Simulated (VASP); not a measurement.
# O (Pm-3m) in VASP: single point with PBEsol

Aim: the single point of O with PBEsol.

Program: VASP 6.6.1. These are calculated values, not measurements. Logs are shortened: lines on timing, memory, paths and dates and some standing lists are left out, and cuts for length are marked.

### Step 1. The cell of the first run

The structure is cubic, space group Pm-3m (No. 221). The conventional cell has a = 4.533 Å, b = 4.533 Å, c = 4.533 Å, α = 90.00°, β = 90.00°, γ = 90.00°.

### Step 2. Single point, PBEsol

INCAR reads:

```
SYSTEM = O
ALGO = Normal ; EDIFF = 1E-6
ENCUT = 600 ; GGA = PS
GGA_COMPAT = .False. ; ISIF = 2
ISMEAR = 0 ; LASPH = .True.
LCHARG = .False. ; LREAL = .False.
LWAVE = .False. ; NBANDS = 9
NELM = 120 ; PREC = Accurate
SIGMA = 0.1
```

KPOINTS reads:

```
k-points
0
Gamma
  4 4 4
  0 0 0
```

POSCAR reads:

```
O
1.0
    4.5331300000      0.0000000000      0.0000000000
    0.0000000000      4.5331300000      0.0000000000
    0.0000000000      0.0000000000      4.5331300000
O
1
Direct
    0.5000000000      0.5000000000      0.5000000000
```

Potentials or basis: VASP PAW PBE potentials, release 64 (O).

Command:

```console
$ cat potpaw_PBE.64/O/POTCAR > POTCAR
$ mpirun -np 1 vasp_std > vasp.out
```

OUTCAR:

```text
SYSTEM = O
   EDIFF = 1E-6
   ENCUT = 600
   GGA = PS
   ISIF = 2
   ISMEAR = 0
   LASPH = .True.
   LREAL = .False.
   NELM = 120
   PREC = Accurate

 ion  position               nearest neighbor table
   1  0.500  0.500  0.500-

  LATTYP: Found a simple cubic cell.
 ALAT       =     4.5331300000

  Lattice vectors:

 A1 = (   4.5331300000,   0.0000000000,   0.0000000000)
 A2 = (   0.0000000000,   4.5331300000,   0.0000000000)
 A3 = (   0.0000000000,   0.0000000000,   4.5331300000)

Analysis of symmetry for initial positions (statically):
=====================================================================
 Subroutine PRICEL returns:
 Original cell was already a primitive cell.

 Routine SETGRP: Setting up the symmetry group for a
 simple cubic supercell.

 Subroutine GETGRP returns: Found 48 space group operations
 (whereof 48 operations were pure point group operations)
 out of a pool of 48 trial point group operations.

The static configuration has the point symmetry O_h .

Analysis of symmetry for dynamics (positions and initial velocities):
=====================================================================
 Subroutine PRICEL returns:
 Original cell was already a primitive cell.

 Routine SETGRP: Setting up the symmetry group for a
 simple cubic supercell.

 Subroutine GETGRP returns: Found 48 space group operations
 (whereof 48 operations were pure point group operations)
 out of a pool of 48 trial point group operations.

The dynamic configuration has the point symmetry O_h .

 Subroutine INISYM returns: Found 48 space group operations
 (whereof 48 operations are pure point group operations),
 and found     1 'primitive' translations

----------------------------------------------------------------------------------------

                                     Primitive cell

  volume of cell :      93.1525

  direct lattice vectors                    reciprocal lattice vectors
     4.533130000  0.000000000  0.000000000     0.220598130  0.000000000  0.000000000
     0.000000000  4.533130000  0.000000000     0.000000000  0.220598130  0.000000000
     0.000000000  0.000000000  4.533130000     0.000000000  0.000000000  0.220598130

  length of vectors
     4.533130000  4.533130000  4.533130000     0.220598130  0.220598130  0.220598130

  position of ions in fractional coordinates (direct lattice)
     0.500000000  0.500000000  0.500000000

  ion indices of the primitive-cell ions
   primitive index   ion index
                 1           1

----------------------------------------------------------------------------------------

 KPOINTS: k-points

Automatic generation of k-mesh.
 Grid dimensions read from file:
 generate k-points for:    4    4    4

 Generating k-lattice:

  Cartesian coordinates                     Fractional coordinates (reciprocal lattice)
     0.055149532  0.000000000  0.000000000     0.250000000  0.000000000  0.000000000
     0.000000000  0.055149532  0.000000000     0.000000000  0.250000000  0.000000000
     0.000000000  0.000000000  0.055149532     0.000000000  0.000000000  0.250000000

  Length of vectors
     0.055149532  0.055149532  0.055149532

  Shift w.r.t. Gamma in fractional coordinates (k-lattice)
     0.000000000  0.000000000  0.000000000

 Subroutine IBZKPT returns following result:
 ===========================================

 Found     10 irreducible k-points:

 Following reciprocal coordinates:
            Coordinates               Weight
  0.000000  0.000000  0.000000      1.000000
  0.250000  0.000000  0.000000      6.000000
  0.500000  0.000000  0.000000      3.000000
  0.250000  0.250000  0.000000     12.000000
  0.500000  0.250000  0.000000     12.000000
  0.500000  0.500000  0.000000      3.000000
  0.250000  0.250000  0.250000      8.000000
  0.500000  0.250000  0.250000     12.000000
  0.500000  0.500000  0.250000      6.000000
  0.500000  0.500000  0.500000      1.000000
   k-points           NKPTS =     10   k-points in BZ     NKDIM =     10   number of bands    NBANDS=      9
   number of dos      NEDOS =    301   number of ions     NIONS =      1
   total plane-waves  NPLWV =  46656
   dimension x,y,z NGX =    36 NGY =   36 NGZ =   36
   dimension x,y,z NGXF=    72 NGYF=   72 NGZF=   72
   ions per type =               1
   NGX,Y,Z   is equivalent  to a cutoff of  13.20, 13.20, 13.20 a.u.
   NGXF,Y,Z  is equivalent  to a cutoff of  26.40, 26.40, 26.40 a.u.
 SYSTEM =  O
   PREC   = accura    normal or accurate (medium, high low for compatibility)
   ISTART =      0    job   : 0-new  1-cont  2-samecut
   ICHARG =      2    charge: 1-file 2-atom 10-const
   ISPIN  =      1    spin polarized calculation?
   LNONCOLLINEAR =      F non collinear calculations
   LSORBIT =      F    spin-orbit coupling
   LASPH  =      T    aspherical Exc in radial PAW
   ENCUT  =  600.0 eV  44.10 Ry    6.64 a.u.   9.05  9.05  9.05*2*pi/ulx,y,z
   NELM   =    120;   NELMIN=  2; NELMDL= -5     # of ELM steps
   EDIFF  = 0.1E-05   stopping-criterion for ELM
   LREAL  =      F    real-space projection
   EDIFFG = 0.1E-04   stopping-criterion for IOM
   NSW    =      0    number of steps for IOM
   IBRION =     -1    ionic relax: 0-MD 1-quasi-New 2-CG
   NFREE  =      0    steps in history (QN), initial steepest desc. (CG)
   ISIF   =      2    stress and relaxation
   ISYM   =      2    0-nonsym 1-usesym 2-fastsym
   POTIM  = 0.5000    time-step for ionic-motion
   TEBEG  =    0.0;   TEEND  =   0.0 temperature during run
   PSTRESS=    0.0 pullay stress
   NELECT =       6.0000    total number of electrons
   NUPDOWN=      -1.0000    fix difference up-down
   EMIN   =  10.00;   EMAX   =-10.00  energy-range for DOS
   EFERMI =   0.00;   METHOD = LEGACY
   ISMEAR =     0;   SIGMA  =   0.10  broadening in eV -4-tet -1-fermi 0-gaus
   EFERMI_NEDOS =   21; number of points for ismear=-14 and -15
   IALGO  =     38    algorithm
   IMIX   =      4    mixing-type and parameters
     AMIX     =   0.40;   BMIX     =  1.00
     AMIX_MAG =   1.60;   BMIX_MAG =  1.00
  volume/ion in A,a.u.               =      93.15       628.62
  Fermi-wavevector in a.u.,A,eV,Ry     =   0.656237  1.240107  5.859300  0.430646
  Thomas-Fermi vector in A             =   1.727365
   LORBIT       =      0    0 simple, 1 ext, 2 COOP (PROOUT), +10 PAW based schemes
   GGA     = PS    functional components
   LHFCALC =     F    Hartree Fock is set to
   AEXX    =    0.0000 exact exchange contribution
   IVDW    =     0    specifies the selected vdW correction
   LEPSILON=     F    determine dielectric tensor
   LRPA    =     F    only Hartree local field effects (RPA)
 non-spin polarized calculation
 Gauss-broadening in eV      SIGMA  =   0.10
  energy-cutoff  :      600.00
  volume of cell :       93.15
 maximum number of plane-waves:      3136
   NGX = 19   NGY = 19   NGZ = 19

 number of electron       6.0000003 magnetization

 Free energy of the ion-electron system (eV)
  ---------------------------------------------------
  ext. energy  EPLUGINS =         0.00000000
  ---------------------------------------------------
  free energy    TOTEN  =        -0.19123231 eV

  energy without entropy =       -0.05200146  energy(sigma->0) =       -0.12161689

 E-fermi :  -8.1739     XC(G=0):  -2.9713

 val. band max:       -8.1961113526   @ k =   0.5000   0.5000   0.2500
 cond. band min:      -8.1700807390   @ k =   0.0000   0.0000   0.0000
 fundamental gap:      0.0260306135
 Fermi energy:        -8.1739015813

 k-point     1 :       0.0000    0.0000    0.0000
  band No.  band energies     occupation
      1     -23.0514      2.00000
      2      -8.1701      0.95691
      3      -8.1701      0.95691
      4      -8.1701      0.95691
      5      -0.5499      0.00000
      6       5.7123      0.00000
      7       5.7123      0.00000
      8       6.7238      0.00000
      9       6.7238      0.00000

 k-point     2 :       0.2500    0.0000    0.0000
  band No.  band energies     occupation
      1     -23.0495      2.00000
      2      -8.2205      1.49025
      3      -8.1657      0.90753
      4      -8.1657      0.90753
      5      -0.0477      0.00000
      6       3.5431      0.00000
      7       6.1328      0.00000
      8       7.0360      0.00000
      9       7.0360      0.00000

 k-point     3 :       0.5000    0.0000    0.0000
  band No.  band energies     occupation
      1     -23.0475      2.00000
      2      -8.2697      1.82432
      3      -8.1613      0.85821
      4      -8.1613      0.85821
      5       1.3646      0.00000
      6       1.3782      0.00000
      7       6.9709      0.00000
      8       7.6766      0.00000
      9       7.6766      0.00000

 k-point     4 :       0.2500    0.2500    0.0000
  band No.  band energies     occupation
      1     -23.0475      2.00000
      2      -8.2166      1.45360
      3      -8.2114      1.40434
      4      -8.1614      0.86004
      5       0.4387      0.00000
      6       3.8341      0.00000
      7       4.1334      0.00000
      8       6.9483      0.00000
      9       7.3704      0.00000

 k-point     5 :       0.5000    0.2500    0.0000
  band No.  band energies     occupation
      1     -23.0456      2.00000
      2      -8.2613      1.78353
      3      -8.2075      1.36565
      4      -8.1572      0.81350
      5       1.7574      0.00000
      6       1.8924      0.00000
      7       5.0496      0.00000
      8       5.4365      0.00000
      9       8.0990      0.00000

 k-point     6 :       0.5000    0.5000    0.0000
  band No.  band energies     occupation
      1     -23.0438      2.00000
      2      -8.2529      1.73601
      3      -8.2529      1.73601
      4      -8.1532      0.76941
      5       2.8429      0.00000
      6       3.1002      0.00000
      7       3.1002      0.00000
      8       3.5952      0.00000
      9       8.9522      0.00000

 k-point     7 :       0.2500    0.2500    0.2500
  band No.  band energies     occupation
      1     -23.0457      2.00000
      2      -8.2125      1.41486
      3      -8.2057      1.34659
      4      -8.2057      1.34659
      5       0.9101      0.00000
      6       4.2128      0.00000
      7       4.2128      0.00000
      8       4.9245      0.00000
      9       7.3757      0.00000

 k-point     8 :       0.5000    0.2500    0.2500
  band No.  band energies     occupation
      1     -23.0438      2.00000
      2      -8.2535      1.73960
      3      -8.2038      1.32795
      4      -8.1999      1.28664
      5       2.1563      0.00000
      6       2.3768      0.00000
      7       5.2384      0.00000
      8       5.5293      0.00000
      9       5.7360      0.00000

 k-point     9 :       0.5000    0.5000    0.2500
  band No.  band energies     occupation
      1     -23.0419      2.00000
      2      -8.2456      1.68959
      3      -8.2456      1.68959
      4      -8.1961      1.24655
      5       3.2880      0.00000
      6       3.4581      0.00000
      7       3.4581      0.00000
      8       4.1062      0.00000
      9       6.6136      0.00000

 k-point    10 :       0.5000    0.5000    0.5000
  band No.  band energies     occupation
      1     -23.0401      2.00000
      2      -8.2384      1.63801
      3      -8.2384      1.63801
      4      -8.2384      1.63801
      5       4.3321      0.00000
      6       4.3321      0.00000
      7       4.3321      0.00000
      8       4.9087      0.00000
      9       4.9087      0.00000

------------------------ aborting loop because EDIFF is reached ----------------------------------------

  FORCE on cell =-STRESS in cart. coord.  units (eV):
  Direction    XX          YY          ZZ          XY          YZ          ZX
  --------------------------------------------------------------------------------------
  -------------------------------------------------------------------------------------
  Total       -0.1103469     -0.1103469     -0.1103469      0.0000000     -0.0000000     -0.0000000
  in kB       -1.8979122     -1.8979122     -1.8979122      0.0000000     -0.0000000     -0.0000000
  external PRESSURE =      -1.8979122 kB  Pullay stress =       0.0000000 kB

 VOLUME and BASIS-vectors are now :
 -----------------------------------------------------------------------------
  energy-cutoff  :      600.00
  volume of cell :       93.15
      direct lattice vectors                 reciprocal lattice vectors
     4.533130000  0.000000000  0.000000000     0.220598130  0.000000000  0.000000000
     0.000000000  4.533130000  0.000000000     0.000000000  0.220598130  0.000000000
     0.000000000  0.000000000  4.533130000     0.000000000  0.000000000  0.220598130

 POSITION                                       TOTAL-FORCE (eV/Angst)
 -----------------------------------------------------------------------------------
      2.26656      2.26656      2.26656         0.000000      0.000000      0.000000
 -----------------------------------------------------------------------------------
    total drift:                                0.000000      0.000000      0.000000

  FREE ENERGIE OF THE ION-ELECTRON SYSTEM (eV)
  ---------------------------------------------------
  free  energy   TOTEN  =        -0.1912323060 eV

  energy  without entropy=       -0.0520014647  energy(sigma->0) =       -0.12161689
```

Wall time 15 s (1 thread of AMD EPYC 7R43 (Zen 3), shared host); peak memory 0.16 GiB.

What came out:

| Property | Result |
| --- | --- |
| Free energy | -0.1912 eV |
| Pressure | -0.2 GPa |
| Band gap on the k mesh | zero (band 3 reaches -8.16 eV, above the bottom of band 4 at -8.24 eV) |

Caveat: the PAW data sets were made with another functional, which shifts forces and pressure a little.
